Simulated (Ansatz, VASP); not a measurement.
# Two plane-wave programs on AlGa3N4

```
CELL_PARAMETERS angstrom
4.46763 0.00000 0.00000
0.00000 4.46763 0.00000
0.00000 0.00000 4.46763
ATOMIC_POSITIONS crystal
Al 0.00000 0.00000 0.00000
Ga 0.50000 0.50000 0.00000
Ga 0.50000 0.00000 0.50000
Ga 0.00000 0.50000 0.50000
N 0.71626 0.71626 0.28374
N 0.71626 0.28374 0.71626
N 0.28374 0.71626 0.71626
N 0.28374 0.28374 0.28374
```

Change from the starting cell: mode 24 (691.5 1/cm) frozen in, largest displacement +0.300 Å.

Alike in both runs: task single point; functional PBEsol; k mesh 6 × 6 × 6; occupations gaussian, width 0.05 eV; no spin polarisation.

|  | VASP | Ansatz |
| --- | --- | --- |
| version | VASP 6.6.1 | Ansatz 0.2.0 |
| potentials or method | VASP PAW PBE potentials, release 64 (Al, Ga_d, N), cutoff 520 eV | scalar-relativistic, plane waves, PAW |
| valence electrons in the cell | 62 | 62 |

VASP gave:

```
gap on the k mesh at the Fermi level (eV) : 1.75
least direct gap on the mesh (eV)         : 1.75
pressure (GPa)                            : 10.4
rms of the force components (eV/Å)        : 2.075
```

Q: What did Ansatz give for the same quantities?

A: gap on the k mesh at the Fermi level (eV): 1.74; least direct gap on the mesh (eV): 1.74; pressure (GPa): 10.8; rms of the force components (eV/Å): 2.078.

VASP's potentials were made for PBE, not for PBEsol. Atom by atom the forces differ by 0.003 eV/Å (rms over components). The functional is the same, so the differences come from potentials, cutoffs and numerics.
